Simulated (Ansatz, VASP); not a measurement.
# TiAl in VASP and in Ansatz

```
Ti Al
1.0
     2.76920    0.00000    0.00000
     0.00000    2.76920    0.00000
     0.00000    0.00000    3.99724
Ti Al
1 1
Direct
  0.50000 0.50000 0.50000
  0.00000 0.00000 0.00000
```

Alike in both runs: functional LDA; k mesh 12 × 12 × 8; occupations fermi-dirac, width 0.15 eV; no spin polarisation.

Ansatz relaxed the structure, and its values are those at the end. VASP's run is a single point on that final structure, the one shown.

```csv
,VASP,Ansatz
version,VASP 6.6.1,Ansatz 0.2.0
potentials or method,"VASP PAW LDA potentials, release 64 (Ti_sv, Al), cutoff 520 eV","scalar-relativistic, plane waves, PAW"
valence electrons in the cell,15,15
```

|  | VASP | Ansatz | Ansatz less VASP |
| --- | --- | --- | --- |
| gap on the k mesh at the Fermi level (eV) | none | none | - |
| pressure (GPa) | 0.2 | 0.0 | -0.18 |

Ansatz warns that its potentials were made for another functional, while VASP's fit it. LDA's correlation is that of Perdew and Zunger in VASP and of Perdew and Wang (1992) in Ansatz. A gap of «none» marks a metal or a gap that the smearing closes.
